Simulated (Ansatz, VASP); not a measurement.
**H4C: VASP beside Ansatz**

The input INCAR:

```
PREC     = Accurate       # precision mode
ENCUT    = 520            # plane-wave cutoff, eV
EDIFF    = 1E-7           # SCF threshold, eV
ISMEAR   = 0              # smearing method
SIGMA    = 0.05           # smearing width, eV
LREAL    = F              # projectors in reciprocal space
LASPH    = T              # aspherical terms in the spheres
NELM     = 80             # most SCF steps
ALGO     = Normal         # electronic algorithm
ISIF     = 2              # what is computed and relaxed
LWAVE    = F              # write WAVECAR
LCHARG   = F              # write CHGCAR
GGA      = CA             # functional
NBANDS   = 12             # bands
```

KPOINTS

```
regular mesh
0
Gamma
  6 6 6
```

The input POSCAR:

```
H4C
1.0
   -2.7268171490      2.4789246809      2.4789246809
    2.7268171490     -2.4789246809      2.4789246809
    2.7268171490      2.4789246809     -2.4789246809
H C
4 1
Direct
    0.0000000000      0.0000000000      0.7463128700
    0.7463128700      0.0000000000      0.0000000000
    0.0000000000      0.7463128700      0.0000000000
    0.2536871300      0.2536871300      0.2536871300
    0.0000000000      0.0000000000      0.0000000000
```

Input for Ansatz:

```yaml
crystal:
  lattice:
    - [-2.726817149, 2.4789246809, 2.4789246809]
    - [2.726817149, -2.4789246809, 2.4789246809]
    - [2.726817149, 2.4789246809, -2.4789246809]
  atoms:
    - { symbol: H, position: [0.0, 0.0, 0.74631287] }
    - { symbol: H, position: [0.74631287, 0.0, 0.0] }
    - { symbol: H, position: [0.0, 0.74631287, 0.0] }
    - { symbol: H, position: [0.25368713, 0.25368713, 0.25368713] }
    - { symbol: C, position: [0.0, 0.0, 0.0] }
basis:
  ecutwfc: 420
kpoints:
  mp_grid: { grid: [6, 6, 6] }
hamiltonian:
  xc: lda
scf:
  occupations: { method: gaussian, width: 0.05 }
output:
  forces: true
  stress: true
  eigenvalues: true
```

Change from the starting cell: strain +0.1000 x Voigt [1, 0, 0, 0, 0, 0], atoms carried along.

Alike in both runs: task single point; functional LDA; k mesh 6 × 6 × 6; occupations gaussian, width 0.05 eV; no spin polarisation.

|  | VASP | Ansatz |
| --- | --- | --- |
| version | VASP 6.6.1 | Ansatz 0.2.0 |
| potentials or method | VASP PAW LDA potentials, release 64 (H, C), cutoff 520 eV | scalar-relativistic, plane waves, PAW |
| valence electrons in the cell | 8 | 8 |

VASP gave:

| Item | Value |
| --- | --- |
| gap on the k mesh at the Fermi level (eV) | 6.80 |
| least direct gap on the mesh (eV) | 6.80 |
| pressure (GPa) | -3.5 |
| traceless stress, the component that is largest in VASP (GPa) | -2.38 |
| rms of the force components (eV/Å) | 0.440 |

Question: Which values does Ansatz return?

Answer: gap on the k mesh at the Fermi level (eV): 6.80; least direct gap on the mesh (eV): 6.80; pressure (GPa): -3.5; traceless stress, the component that is largest in VASP (GPa): -2.41; rms of the force components (eV/Å): 0.463.

LDA's correlation is that of Perdew and Zunger in VASP and of Perdew and Wang (1992) in Ansatz. Atom by atom the forces differ by 0.025 eV/Å (rms over components).
